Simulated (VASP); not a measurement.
# Al2Cu: single point with PBE

The system is Al2Cu.

```
Al Cu
1.0
    -3.01314    3.01314    2.42213
     3.01314   -3.01314    2.42213
     3.01314    3.01314   -2.42213
Al Cu
4 2
Direct
  0.65810 0.15810 0.81620
  0.15810 0.34190 0.50000
  0.34190 0.84190 0.18380
  0.84190 0.65810 0.50000
  0.25000 0.25000 0.00000
  0.75000 0.75000 0.00000
```

```json
{
 "Program": "VASP 6.6.1",
 "Task": "single point",
 "Functional": "PBE",
 "Potentials or basis": "VASP PAW PBE potentials, release 64 (Al, Cu)",
 "Cutoff": "520 eV",
 "k mesh": "12 × 12 × 12",
 "Occupations": "fermi-dirac, width 0.05 eV",
 "Spin": "no spin polarisation"
}
```

The pressure is 1.9 GPa and the band gap on the k mesh is zero (bands 17 and 18 overlap by 4.38 eV).

Forces on the atoms (eV/Å):
```
Al  -0.002 -0.002  0.000
Al   0.002 -0.002  0.000
Al   0.002  0.002  0.000
Al  -0.002  0.002  0.000
Cu   0.000  0.000  0.000
Cu   0.000  0.000  0.000
```

Levels at points of the mesh, in eV from the Fermi level:
```csv
k point,band 13,band 14,band 15,band 16,band 17,band 18,band 19,band 20,band 21,band 22
"(0.00, 0.00, 0.00)",-2.95,-2.00,-1.33,-1.19,-1.19,-0.84,-0.31,0.03,1.49,1.49
"(0.50, 0.00, 0.00)",-3.10,-3.10,-2.60,-2.60,0.24,0.24,4.08,4.08,4.34,4.34
"(0.50, 0.50, 0.00)",-2.82,-2.81,-1.45,-1.32,-0.96,-0.65,0.79,1.28,4.65,4.82
"(0.50, 0.50, 0.50)",-3.37,-3.23,-3.23,-1.82,2.59,2.98,2.98,3.37,4.11,4.77
```

Run time: 5.9 min on 1 thread of Oxide Virtual Turin-like Processor, with other jobs on the host, peak memory 0.38 GiB.
